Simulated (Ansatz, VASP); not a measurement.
CuAs3: VASP beside Ansatz

The input INCAR:

```
SYSTEM = CuAs3
ALGO = Normal
EDIFF = 1E-6
ENCUT = 520
GGA = PE
ISIF = 2
ISMEAR = -1
LASPH = .True.
LCHARG = .False.
LREAL = .False.
LWAVE = .False.
NBANDS = 21
NELM = 80
PREC = Accurate
SIGMA = 0.05
```

KPOINTS

```
k-points
0
Gamma
  6 6 6
  0 0 0
```

Contents of POSCAR:

```
CuAs3
1.0
    0.0000000000      3.8316845500      3.8316845500
    3.8316845500      0.0000000000      3.8316845500
    3.8316845500      3.8316845500      0.0000000000
Cu As
1 3
Direct
    0.0000000000      0.0000000000      0.0000000000
    0.2500000000      0.2500000000      0.2500000000
    0.7500000000      0.7500000000      0.7500000000
    0.5000000000      0.5000000000      0.5000000000
```

Contents of input.yaml:

```yaml
crystal:
  lattice:
    - [0.0, 3.83168455, 3.83168455]
    - [3.83168455, 0.0, 3.83168455]
    - [3.83168455, 3.83168455, 0.0]
  atoms:
    - { symbol: Cu, position: [0.0, 0.0, 0.0] }
    - { symbol: As, position: [0.25, 0.25, 0.25] }
    - { symbol: As, position: [0.75, 0.75, 0.75] }
    - { symbol: As, position: [0.5, 0.5, 0.5] }
kpoints:
  mp_grid: { grid: [6, 6, 6] }
scf:
  occupations: { method: fermi_dirac, width: 0.05 }
hamiltonian:
  xc: pbe
  pseudopotentials: { kind: all_electron, lapw: { basis_error: 0.001 } }
output:
  forces: true
  stress: true
  eigenvalues: true
  populations: true
```

Alike in both runs: task single point; functional PBE; k mesh 6 × 6 × 6; occupations fermi-dirac, width 0.05 eV; no spin polarisation.

|  | VASP | Ansatz |
| --- | --- | --- |
| version | VASP 6.6.1 | Ansatz 0.2.0 |
| potentials or method | VASP PAW PBE potentials, release 64 (Cu, As), cutoff 520 eV | all-electron LAPW, scalar-relativistic |

```csv
,VASP,Ansatz,Ansatz less VASP
gap on the k mesh at the Fermi level (eV),none,none,-
pressure (GPa),-13.7,-13.7,+0.01
```

A gap of «none» marks a metal or a gap that the smearing closes. Ansatz ran all-electron here, and VASP with PAW potentials.
